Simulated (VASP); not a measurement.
# RbCl (Fm-3m) in VASP: notebook, part 2 of 2

VASP 6.6.1. Earlier steps stand in the parts before.

**4. Electric field gradients, PBE (volume scaled by 1.025)**

The input, INCAR:

```
SYSTEM = RbCl
PREC = Accurate
ENCUT = 400
EDIFF = 1E-8
ISMEAR = -1
SIGMA = 0.02
LREAL = .False.
LASPH = .True.
NELM = 120
ALGO = Normal
ISIF = 2
LWAVE = .False.
LCHARG = .False.
GGA = PE
LEFG = .True.
NBANDS = 15
GGA_COMPAT = .False.
```

The input, KPOINTS:

```
Automatic mesh
0
Gamma
  7 7 7
  0 0 0
```

The input, POSCAR:

```
RbCl
1.0
    0.0000000000      3.3010590783      3.3010590783
    3.3010590783      0.0000000000      3.3010590783
    3.3010590783      3.3010590783      0.0000000000
Rb Cl
1 1
Direct
    0.0000000000      0.0000000000      0.0000000000
    0.5000000000      0.5000000000      0.5000000000
```

Potentials or basis: VASP PAW PBE potentials, release 64 (Rb_sv, Cl).

Started as:

```sh
$ cat potpaw_PBE.64/Rb_sv/POTCAR potpaw_PBE.64/Cl/POTCAR > POTCAR
$ mpirun -np 1 vasp_std > vasp.out
```

OUTCAR:

```text
SYSTEM = RbCl
   PREC = Accurate
   ENCUT = 400
   EDIFF = 1E-8
   ISMEAR = -1
   LREAL = .False.
   LASPH = .True.
   NELM = 120
   ISIF = 2
   GGA = PE

 ion  position               nearest neighbor table
   1  0.000  0.000  0.000-   2 3.30   2 3.30   2 3.30   2 3.30   2 3.30   2 3.30
   2  0.500  0.500  0.500-   1 3.30   1 3.30   1 3.30   1 3.30   1 3.30   1 3.30

  LATTYP: Found a face centered cubic cell.
 ALAT       =     6.6021181566

  Lattice vectors:

 A1 = (   0.0000000000,   3.3010590783,   3.3010590783)
 A2 = (   3.3010590783,   0.0000000000,   3.3010590783)
 A3 = (   3.3010590783,   3.3010590783,   0.0000000000)

Analysis of symmetry for initial positions (statically):
=====================================================================
 Subroutine PRICEL returns:
 Original cell was already a primitive cell.

 Routine SETGRP: Setting up the symmetry group for a
 face centered cubic supercell.

[... 541 lines left out ...]
      direct lattice vectors                 reciprocal lattice vectors
     0.000000000  3.301059078  3.301059078    -0.151466541  0.151466541  0.151466541
     3.301059078  0.000000000  3.301059078     0.151466541 -0.151466541  0.151466541
     3.301059078  3.301059078  0.000000000     0.151466541  0.151466541 -0.151466541

 POSITION                                       TOTAL-FORCE (eV/Angst)
 -----------------------------------------------------------------------------------
      0.00000      0.00000      0.00000         0.000000     -0.000000     -0.000000
      3.30106      3.30106      3.30106        -0.000000      0.000000      0.000000
 -----------------------------------------------------------------------------------
    total drift:                                0.000000      0.000000      0.000000

  FREE ENERGIE OF THE ION-ELECTRON SYSTEM (eV)
  ---------------------------------------------------
  free  energy   TOTEN  =        -6.6686161425 eV

  energy  without entropy=       -6.6686161425  energy(sigma->0) =       -6.66861614

 Electric field gradients (V/A^2)
---------------------------------------------------------------------
 ion       V_xx      V_yy      V_zz      V_xy      V_xz      V_yz
---------------------------------------------------------------------
   1      -0.000     0.000    -0.000    -0.000    -0.000    -0.000
   2      -0.000     0.000    -0.000    -0.000    -0.000    -0.000
---------------------------------------------------------------------

 Electric field gradients after diagonalization (V/A^2)
 (convention: |V_zz| > |V_xx| > |V_yy|)
----------------------------------------------------------------------
 ion       V_xx      V_yy      V_zz     asymmetry (V_yy - V_xx)/ V_zz
----------------------------------------------------------------------
   1       0.000     0.000    -0.000       0.000
   2       0.000     0.000    -0.000       0.000
----------------------------------------------------------------------

           NMR quadrupolar parameters

 Cq : quadrupolar parameter    Cq=e*Q*V_zz/h
 eta: asymmetry parameters     (V_yy - V_xx)/ V_zz
 Q  : nuclear electric quadrupole moment in mb (millibarn)
----------------------------------------------------------------------
 ion       Cq(MHz)       eta       Q (mb)
----------------------------------------------------------------------
   1      -0.000       0.000       1.000
   2      -0.000       0.000       1.000
----------------------------------------------------------------------
```

It took 29 s on 1 thread of Intel Xeon 8259CL, shared host; peak memory 0.16 GiB.

What came out:

```yaml
Free_energy: -6.6686 eV
Pressure: 0.7 GPa
Band_gap_on_the_k_mesh: 4.97 eV, direct
```

Levels at points of the mesh, in eV from the valence-band top:
```
           k point  band 6  band 7  band 8  band 9  band 10  band 11
(0.00, 0.00, 0.00)    0.00    0.00    0.00    4.97     7.99     7.99
```

Caveat: the cell differs from its parent crystal (volume scaled by 1.025); without QUAD_EFG the Cq values of the log hold for a quadrupole moment of 1 mb, not for the nuclei.

**5. Electric field gradients, PBE (volume scaled by 1.05)**

INCAR is that of step 4.

The input, KPOINTS:

```
regular mesh
0
Gamma
  7 7 7
  0 0 0
```

The input, POSCAR:

```
RbCl
1.0
    0.0000000000      3.3276816722      3.3276816722
    3.3276816722      0.0000000000      3.3276816722
    3.3276816722      3.3276816722      0.0000000000
Rb Cl
1 1
Direct
    0.0000000000      0.0000000000      0.0000000000
    0.5000000000      0.5000000000      0.5000000000
```

Potentials or basis: VASP PAW PBE potentials, release 64 (Rb_sv, Cl).

Started as:

```sh
$ cat potpaw_PBE.64/Rb_sv/POTCAR potpaw_PBE.64/Cl/POTCAR > POTCAR
$ mpirun -np 1 vasp_std > vasp.out
```

OUTCAR:

```text
SYSTEM = RbCl
   PREC = Accurate
   ENCUT = 400
   EDIFF = 1E-8
   ISMEAR = -1
   LREAL = .False.
   LASPH = .True.
   NELM = 120
   ISIF = 2
   GGA = PE

 ion  position               nearest neighbor table
   1  0.000  0.000  0.000-   2 3.33   2 3.33   2 3.33   2 3.33   2 3.33   2 3.33
   2  0.500  0.500  0.500-   1 3.33   1 3.33   1 3.33   1 3.33   1 3.33   1 3.33

  LATTYP: Found a face centered cubic cell.
 ALAT       =     6.6553633444

  Lattice vectors:

 A1 = (   0.0000000000,   3.3276816722,   3.3276816722)
 A2 = (   3.3276816722,   0.0000000000,   3.3276816722)
 A3 = (   3.3276816722,   3.3276816722,   0.0000000000)

Analysis of symmetry for initial positions (statically):
=====================================================================
 Subroutine PRICEL returns:
 Original cell was already a primitive cell.

 Routine SETGRP: Setting up the symmetry group for a
 face centered cubic supercell.

[... 541 lines left out ...]
      direct lattice vectors                 reciprocal lattice vectors
     0.000000000  3.327681672  3.327681672    -0.150254757  0.150254757  0.150254757
     3.327681672  0.000000000  3.327681672     0.150254757 -0.150254757  0.150254757
     3.327681672  3.327681672  0.000000000     0.150254757  0.150254757 -0.150254757

 POSITION                                       TOTAL-FORCE (eV/Angst)
 -----------------------------------------------------------------------------------
      0.00000      0.00000      0.00000         0.000000      0.000000      0.000000
      3.32768      3.32768      3.32768        -0.000000      0.000000     -0.000000
 -----------------------------------------------------------------------------------
    total drift:                                0.000000     -0.000000     -0.000000

  FREE ENERGIE OF THE ION-ELECTRON SYSTEM (eV)
  ---------------------------------------------------
  free  energy   TOTEN  =        -6.6743586691 eV

  energy  without entropy=       -6.6743586691  energy(sigma->0) =       -6.67435867

 Electric field gradients (V/A^2)
---------------------------------------------------------------------
 ion       V_xx      V_yy      V_zz      V_xy      V_xz      V_yz
---------------------------------------------------------------------
   1      -0.000    -0.000     0.000    -0.000    -0.000    -0.000
   2       0.000     0.000     0.000    -0.001    -0.001    -0.001
---------------------------------------------------------------------

 Electric field gradients after diagonalization (V/A^2)
 (convention: |V_zz| > |V_xx| > |V_yy|)
----------------------------------------------------------------------
 ion       V_xx      V_yy      V_zz     asymmetry (V_yy - V_xx)/ V_zz
----------------------------------------------------------------------
   1       0.000     0.000    -0.000       0.000
   2       0.001     0.001    -0.002       0.000
----------------------------------------------------------------------

           NMR quadrupolar parameters

 Cq : quadrupolar parameter    Cq=e*Q*V_zz/h
 eta: asymmetry parameters     (V_yy - V_xx)/ V_zz
 Q  : nuclear electric quadrupole moment in mb (millibarn)
----------------------------------------------------------------------
 ion       Cq(MHz)       eta       Q (mb)
----------------------------------------------------------------------
   1      -0.000       0.000       1.000
   2      -0.000       0.000       1.000
----------------------------------------------------------------------
```

stdout:

```text
POSCAR found type information on POSCAR RbCl
 POSCAR found :  2 types and       2 ions
 scaLAPACK will be used
 LDA part: xc-table for (Slater+PW92), standard interpolation
 POSCAR, INCAR and KPOINTS ok, starting setup
 FFT: planning ... GRIDC
 FFT: planning ... GRID_SOFT
 FFT: planning ... GRID
 WAVECAR not read
 entering main loop
ion   1

ion   2
```

Wall time 32 s (1 thread of Intel Xeon 8259CL, shared host); peak memory 0.17 GiB.

What came out:

* Free energy: -6.6744 eV
* Pressure: 0.3 GPa
* Band gap on the k mesh: 4.89 eV, direct

Caveat: the cell differs from its parent crystal (volume scaled by 1.05); without QUAD_EFG the Cq values of the log hold for a quadrupole moment of 1 mb, not for the nuclei. A k mesh can miss the band edges.

**6. Density of states, PBE**

This run uses another cell than the first one, of 35.09 Å³/atom, 1.053 times its volume.

The input, POSCAR:

```
RbCl
1.0
    0.0000000000      3.2740000000      3.2740000000
    3.2740000000      0.0000000000      3.2740000000
    3.2740000000      3.2740000000      0.0000000000
Rb Cl
1 1
Direct
    0.0000000000      0.0000000000      0.0000000000
    0.5000000000      0.5000000000      0.5000000000
```

The input, INCAR.step1:

```
SYSTEM = RbCl
PREC     = Accurate       ! precision mode
ENCUT    = 400            ! plane-wave cutoff, eV
EDIFF    = 1E-6           ! SCF threshold, eV
ISMEAR   = -1             ! smearing method
SIGMA    = 0.02           ! smearing width, eV
LREAL    = .FALSE.        ! projectors in reciprocal space
LASPH    = .TRUE.         ! aspherical terms in the spheres
NELM     = 120            ! most SCF steps
ALGO     = Normal         ! electronic algorithm
ISIF     = 2              ! what is computed and relaxed
LWAVE    = .FALSE.        ! write WAVECAR
LCHARG   = .TRUE.         ! write CHGCAR
GGA      = PE             ! functional
NBANDS   = 15             ! bands
GGA_COMPAT= .FALSE.      
NEDOS    = 2001           ! points of the DOS
LORBIT   = 11             ! projections on sites
```

The input, KPOINTS.step1:

```
Automatic mesh
0
G
  7 7 7
  0 0 0
```

The input, INCAR.step2:

```
SYSTEM = RbCl
PREC     = Accurate       ! precision mode
ENCUT    = 400            ! plane-wave cutoff, eV
EDIFF    = 1E-6           ! SCF threshold, eV
ISMEAR   = -5             ! smearing method
SIGMA    = 0.02           ! smearing width, eV
LREAL    = .FALSE.        ! projectors in reciprocal space
LASPH    = .TRUE.         ! aspherical terms in the spheres
NELM     = 120            ! most SCF steps
ALGO     = Normal         ! electronic algorithm
ISIF     = 2              ! what is computed and relaxed
LWAVE    = .FALSE.        ! write WAVECAR
LCHARG   = .FALSE.        ! write CHGCAR
GGA      = PE             ! functional
LORBIT   = 10             ! projections on sites
NEDOS    = 1001           ! points of the DOS
ICHARG   = 11             ! starting density
GGA_COMPAT= .FALSE.
```

The input, KPOINTS.step2:

```
Automatic mesh
0
G
  11 11 11
  0 0 0
```

Potentials or basis: VASP PAW PBE potentials, release 64 (Rb_sv, Cl).

Started as:

```sh
$ cat potpaw_PBE.64/Rb_sv/POTCAR potpaw_PBE.64/Cl/POTCAR > POTCAR
$ cp INCAR.step1 INCAR
$ cp KPOINTS.step1 KPOINTS
$ mpirun -np 1 vasp_std > vasp.out
$ cp INCAR.step2 INCAR
$ cp KPOINTS.step2 KPOINTS
$ mpirun -np 1 vasp_std > vasp.out
```

It took 56 s on 1 thread of Intel Xeon 8259CL, shared host; peak memory 0.17 GiB.

The run converged. Its results:

| Property | Result |
| --- | --- |
| Valence electrons inside the program's atomic spheres | Rb 7.32; Cl 5.15 |

Levels at points of the mesh, in eV from the valence-band top:
```tsv
k point	band 5	band 6	band 7	band 8	band 9	band 10	band 11	band 12
(0.00, 0.00, 0.00)	-7.94	0.00	0.00	0.00	5.05	8.00	8.00	8.00
```

**7. Overview**

| task | cell | k mesh for the DOS | occupations for the DOS | gap on the mesh (eV) | pressure (GPa) |
| --- | --- | --- | --- | --- | --- |
| electric field gradients | a = 4.552 Å, angles 60.0°, 2 atoms | - | - | 5.22 | 2.3 |
| electric field gradients | a = 4.591 Å, angles 60.0°, 2 atoms | - | - | 5.13 | 1.7 |
| electric field gradients | a = 4.668 Å, angles 60.0°, 2 atoms | - | - | 4.97 | 0.7 |
| electric field gradients | a = 4.706 Å, angles 60.0°, 2 atoms | - | - | 4.89 | 0.3 |
| density of states | a = 4.630 Å, angles 60.0°, 2 atoms | 11 × 11 × 11 | tetrahedron | - | - |

Alike in all rows: level PBE; potentials or basis VASP PAW PBE potentials, release 64 (Rb_sv, Cl); no spin polarisation; k mesh 7 × 7 × 7; cutoff (eV) 400; smearing fermi-dirac 0.02 eV.

Absolute energies hang on the potentials; compare differences alone.
